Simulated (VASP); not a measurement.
Set up this calculation in VASP 6.6.1, as the native input.

```
Task                   : relaxation of cell and atoms
Functional             : PBE
Potentials or basis    : VASP PAW PBE potentials, release 64 (P, N)
Cutoff                 : 600 eV
k mesh                 : 6 × 6 × 6
Occupations            : gaussian, width 0.1 eV
Spin                   : no spin polarisation
Dipole correction      : no
Further INCAR settings : ALGO = Normal; EDIFF = 1e-07; IBRION = 2; EDIFFG = -0.04; NSW = 90; ISIF = 3
```

The structure of PN lies in POSCAR:

```
PN
1.0
   -3.1698524200      3.1698524200      1.8700809400
    3.1698524200     -3.1698524200      1.8700809400
    3.1698524200      3.1698524200     -1.8700809400
P N
4 4
Direct
    0.6415729900      0.6415729900      0.2831459900
    0.3584270100      0.3584270100      0.7168540100
    0.3915729900      0.6084270100      0.5000000000
    0.1084270100      0.8915729900      0.5000000000
    0.7841337900      0.7841337900      0.0000000000
    0.5341337900      0.0341337900      0.5000000000
    0.2158662100      0.2158662100      0.0000000000
    0.9658662100      0.4658662100      0.5000000000
```

The cell was built from a structure type or drawn by symmetry, and may not be a known phase.

One way to write it, as run:

INCAR

```
  PREC = Accurate
  ENCUT = 600
  EDIFF = 1E-7
  ISMEAR = 0
  SIGMA = 0.1
  LREAL = False
  LASPH = True
  NELM = 100
  ALGO = Normal
  ISIF = 3
  LWAVE = False
  LCHARG = False
  GGA = PE
  IBRION = 2
  NSW = 90
  EDIFFG = -0.04
```

KPOINTS

```
regular mesh
0
Gamma
  6 6 6
```

Potentials or basis: VASP PAW PBE potentials, release 64 (P, N).

Run with:

```console
$ cat potpaw_PBE.64/P/POTCAR potpaw_PBE.64/N/POTCAR > POTCAR
$ mpirun -np 1 vasp_std > vasp.out
```

It gave:

```
Relaxed volume                        : 15.00 Å³/atom
Relaxed cell                          : a = 6.068 Å, b = 6.068 Å, c = 6.068 Å, α = 94.96°, β = 94.96°, γ = 145.80°
Space group after relaxing (to 0.1 Å) : I4_122 (No. 98)
Pressure after relaxing               : -0.2 GPa
Largest force after relaxing          : 0.025 eV/Å
Band gap on the k mesh                : zero (bands 20 and 21 overlap by 1.13 eV)
```

Caveat: the volume moved by over 15 % at a fixed basis, so the end points are rough.

It took 18 min on 1 thread of Intel(R) Xeon(R) 6975P-C (Granite Rapids) (shared host), peak memory 0.26 GiB.
